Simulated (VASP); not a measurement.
Write the native input for VASP 6.6.1 that does the following.

```yaml
Task: single point
Functional: PBE
Potentials_or_basis: VASP PAW PBE potentials, release 64 (Bi_d, Te)
Cutoff: 520 eV
k_mesh: 9 × 9 × 9
Occupations: gaussian, width 0.02 eV
Spin: no spin polarisation
Dipole_correction: no
Further_INCAR_settings: ALGO = Fast; EDIFF = 1e-06; NBANDS = 32
```

The structure of Bi2Te3 lies in POSCAR:

```
Bi2Te3
1.0
    2.2241496083      1.2841133751     10.6825771143
   -2.2241496083      1.2841133751     10.6825771143
    0.0000000000     -2.5682267502     10.6825771143
Bi Te
2 3
Direct
    0.3974290375      0.3974290375      0.3974290375
    0.6025709625      0.6025709625      0.6025709625
    0.0000000000      0.0000000000      0.0000000000
    0.2156059463      0.2156059463      0.2156059463
    0.7843940537      0.7843940537      0.7843940537
```

The input as run:

INCAR

```
ALGO     = Fast           # electronic algorithm
EDIFF    = 1E-6           # SCF threshold, eV
ENCUT    = 520            # plane-wave cutoff, eV
GGA      = PE             # functional
ISIF     = 2              # what is computed and relaxed
ISMEAR   = 0              # smearing method
LASPH    = True           # aspherical terms in the spheres
LCHARG   = False          # write CHGCAR
LREAL    = False          # projectors in reciprocal space
LWAVE    = False          # write WAVECAR
NBANDS   = 32             # bands
NELM     = 100            # most SCF steps
PREC     = Accurate       # precision mode
SIGMA    = 0.02           # smearing width, eV
```

KPOINTS

```
k-points
0
Gamma
  9 9 9
```

Potentials or basis: VASP PAW PBE potentials, release 64 (Bi_d, Te).

Run with:

```console
$ cat potpaw_PBE.64/Bi_d/POTCAR potpaw_PBE.64/Te/POTCAR > POTCAR
$ mpirun -np 1 vasp_std > vasp.out
```

It gave:

* Pressure: 0.0 GPa
* Largest force: 0.008 eV/Å
* Band gap on the k mesh: 0.51 eV

Caveat: spin-orbit coupling is left out, which moves the levels of the heavy elements; an odd mesh through Γ misses points on the zone boundary, where band edges can lie.

Run time: 44 min on 1 thread of AMD EPYC 9R45 96-Core Processor (Zen 5) (shared host), peak memory 1.3 GiB.
